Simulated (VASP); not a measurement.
Runs of VASP 6.6.1 on AlP. The structure is that of space group F-43m (No. 216), or close to it. The cells are those of the table. 

```tsv
task	cell	gap on the mesh (eV)	pressure (GPa)
single point	a = 3.899 Å, angles 60.0, 60.0, 90.0°, 2 atoms	(a)	-1.9
relaxation of cell and atoms	relaxed to 2 GPa from a = 3.868 Å, angles 60.0, 60.0, 90.0°, 2 atoms	1.41	2.0
single point	a = 3.814 Å, angles 60.0, 60.0, 90.0°, 2 atoms	1.36	4.1
single point	a = 3.748 Å, angles 60.0, 60.0, 90.0°, 2 atoms	1.25	(c)
single point	a = 3.779 Å, angles 60.0, 60.0, 90.0°, 2 atoms	1.31	7.0
relaxation of cell and atoms	relaxed to -2 GPa from a = 3.868 Å, angles 60.0, 60.0, 90.0°, 2 atoms	1.50	-2.0
relaxation of cell and atoms	relaxed to 4 GPa from a = 3.868 Å, angles 60.0, 60.0, 90.0°, 2 atoms	1.37	4.0
single point	a = 3.840 Å, angles 60.0, 60.0, 90.0°, 2 atoms	1.41	2.0
single point	a = 3.702 Å, angles 60.0, 60.0, 90.0°, 2 atoms	(b)	15.1
```

Alike in all rows: level PBEsol; potentials or basis VASP PAW PBE potentials, release 64 (Al, P); no spin polarisation; k mesh 8 × 8 × 8; cutoff (eV) 500; smearing gaussian 0.01 eV.

Task: Fill in the values left out.

Result: (a) 1.49; (b) 1.16; (c) 10.0.

Caveats: the PAW data sets were made with another functional, which shifts forces and pressure a little; the cell is relaxed towards a set pressure, so the enthalpy falls and the energy may rise (some runs).

A k mesh can miss the band edges.
